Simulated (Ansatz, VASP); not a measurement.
## Al5BN6: VASP beside Ansatz

INCAR

```
SYSTEM = Al5BN6
PREC = Accurate
ENCUT = 600
EDIFF = 1E-6
ISMEAR = 0
SIGMA = 0.02
LREAL = .FALSE.
LASPH = .TRUE.
NELM = 60
ALGO = Normal
ISIF = 3
LWAVE = .FALSE.
LCHARG = .FALSE.
GGA = PE
IBRION = 2
NSW = 100
EDIFFG = -0.01
```

KPOINTS

```
regular mesh
0
G
  10 10 4
  0 0 0
```

POSCAR

```
Al5BN6
1.0
    2.8529287879      0.0000000000      0.0000000000
    0.0000000000      2.8529287879      0.0000000000
    0.0000000000      0.0000000000     11.8372246639
Al B N
5 1 6
Direct
    0.0000000000      0.0000000000      0.8455960448
    0.0000000000      0.0000000000      0.1544039552
    0.5000000000      0.5000000000      0.3264638914
    0.0000000000      0.0000000000      0.5000000000
    0.5000000000      0.5000000000      0.6735361086
    0.5000000000      0.5000000000      0.0000000000
    0.0000000000      0.0000000000      0.0000000000
    0.5000000000      0.5000000000      0.1506130465
    0.0000000000      0.0000000000      0.3271145789
    0.5000000000      0.5000000000      0.5000000000
    0.0000000000      0.0000000000      0.6728854211
    0.5000000000      0.5000000000      0.8493869535
```

Input for Ansatz:

```yaml
crystal:
  lattice:
    - [2.8529287879, 0.0, 0.0]
    - [0.0, 2.8529287879, 0.0]
    - [0.0, 0.0, 11.8372246639]
  atoms:
    - { symbol: Al, position: [0.0, 0.0, 0.8455960448] }
    - { symbol: Al, position: [0.0, 0.0, 0.1544039552] }
    - { symbol: Al, position: [0.5, 0.5, 0.3264638914] }
    - { symbol: Al, position: [0.0, 0.0, 0.5] }
    - { symbol: Al, position: [0.5, 0.5, 0.6735361086] }
    - { symbol: B, position: [0.5, 0.5, 0.0] }
    - { symbol: "N", position: [0.0, 0.0, 0.0] }
    - { symbol: "N", position: [0.5, 0.5, 0.1506130465] }
    - { symbol: "N", position: [0.0, 0.0, 0.3271145789] }
    - { symbol: "N", position: [0.5, 0.5, 0.5] }
    - { symbol: "N", position: [0.0, 0.0, 0.6728854211] }
    - { symbol: "N", position: [0.5, 0.5, 0.8493869535] }
basis:
  ecutwfc: 420
kpoints:
  mp_grid: { grid: [10, 10, 4] }
hamiltonian:
  xc: pbe
scf:
  occupations: { method: gaussian, width: 0.02 }
output:
  forces: true
  stress: true
  eigenvalues: true
  write_density: true
  write_potential: true
  elf: true
  volumetric_format: npy
relax:
  adjacent_minimum: "off"
  f_tol: 0.01
  max_steps: 80
  cell: { stress_tol: 0.05 }
```

Alike in both runs: task relaxation of cell and atoms; functional PBE; k mesh 10 × 10 × 4; occupations gaussian, width 0.02 eV; no spin polarisation.

```csv
,VASP,Ansatz
version,VASP 6.6.1,Ansatz 0.2.0
potentials or method,"VASP PAW PBE potentials, release 64 (Al, B, N), cutoff 600 eV","scalar-relativistic, plane waves, PAW"
valence electrons in the cell,48,48
```

Ansatz gave:

```
gap on the k mesh at the Fermi level, each at its own relaxed structure (eV) : 2.49
relaxed volume (Å³/atom)                                                     : 8.03
relaxed length of the cell vector where the two differ most in proportion (Å)              : 2.853
```

What did VASP give for the same quantities?

gap on the k mesh at the Fermi level, each at its own relaxed structure (eV): 2.48; relaxed volume (Å³/atom): 8.02; relaxed length of the cell vector where the two differ most in proportion (Å): 2.851.
